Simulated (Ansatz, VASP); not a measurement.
# One calculation of TiB, two programs

```
Ti B
1.0
     6.02312    0.00000    0.00000
     0.00000    3.00691    0.00000
     0.00000    0.00000    4.49657
Ti B
4 4
Direct
  0.17713 0.25000 0.12158
  0.82287 0.75000 0.87842
  0.32287 0.75000 0.62158
  0.67713 0.25000 0.37842
  0.03029 0.25000 0.60047
  0.96971 0.75000 0.39953
  0.46971 0.75000 0.10047
  0.53029 0.25000 0.89953
```

Alike in both runs: functional r2SCAN; k mesh 5 × 10 × 7; occupations fermi-dirac, width 0.1 eV; no spin polarisation.

Ansatz relaxed the structure, and its values are those at the end. VASP's run is a single point on that final structure, the one shown.

|  | VASP | Ansatz |
| --- | --- | --- |
| version | VASP 6.6.1 | Ansatz 0.2.0 |
| potentials or method | VASP PAW PBE potentials, release 64 (Ti_sv, B), cutoff 520 eV | PAW plane waves |
| valence electrons in the cell | 60 | 60 |

VASP gave:

| Property | Result |
| --- | --- |
| pressure (GPa) | 10.2 |
| rms of the force components (eV/Å) | 0.006 |

**Question.** Estimate Ansatz's values.

**Answer.** Pressure (GPa): 9.5; rms of the force components (eV/Å): 0.000.

VASP's potentials were made for PBE, not for r2SCAN. Ansatz's warnings: stress scf threshold loose.
